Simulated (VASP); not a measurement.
Wanted: the native input for a VASP 6.6.1 run.

| Property | Result |
| --- | --- |
| Task | single point |
| Functional | PBEsol |
| Potentials or basis | VASP PAW PBE potentials, release 64 (Cd, S) |
| Cutoff | 520 eV |
| k mesh | 10 × 10 × 10 |
| Occupations | gaussian, width 0.02 eV |
| Spin | no spin polarisation |
| Dipole correction | no |
| Further INCAR settings | ALGO = Normal; EDIFF = 1e-06; NBANDS = 16 |

The structure of CdS lies in POSCAR:

```
CdS
1.0
    0.0000000000      2.9122768240      2.9122768240
    2.9122768240      0.0000000000      2.9122768240
    2.9122768240      2.9122768240      0.0000000000
Cd S
1 1
Direct
    0.0000000000      0.0000000000      0.0000000000
    0.2500000000      0.2500000000      0.2500000000
```

The input as run:

INCAR

```
ALGO     = Normal         # electronic algorithm
EDIFF    = 1E-6           # SCF threshold, eV
ENCUT    = 520            # plane-wave cutoff, eV
GGA      = PS             # functional
ISIF     = 2              # what is computed and relaxed
ISMEAR   = 0              # smearing method
LASPH    = T              # aspherical terms in the spheres
LCHARG   = F              # write CHGCAR
LREAL    = F              # projectors in reciprocal space
LWAVE    = F              # write WAVECAR
NBANDS   = 16             # bands
NELM     = 60             # most SCF steps
PREC     = Accurate       # precision mode
SIGMA    = 0.02           # smearing width, eV
```

KPOINTS

```
k-points
0
Gamma
  10 10 10
```

Potentials or basis: VASP PAW PBE potentials, release 64 (Cd, S).

Command:

```console
$ cat potpaw_PBE.64/Cd/POTCAR potpaw_PBE.64/S/POTCAR > POTCAR
$ mpirun -np 1 vasp_std > vasp.out
```

It gave:

The pressure is 0.4 GPa. The band gap on the k mesh is 1.02 eV, direct.

Caveat: the PAW data sets were made with another functional, which shifts forces and pressure a little.

Wall time 34 s on 1 thread of AMD EPYC 7R13 Processor (Zen 3), on a shared host, peak memory 0.16 GiB.
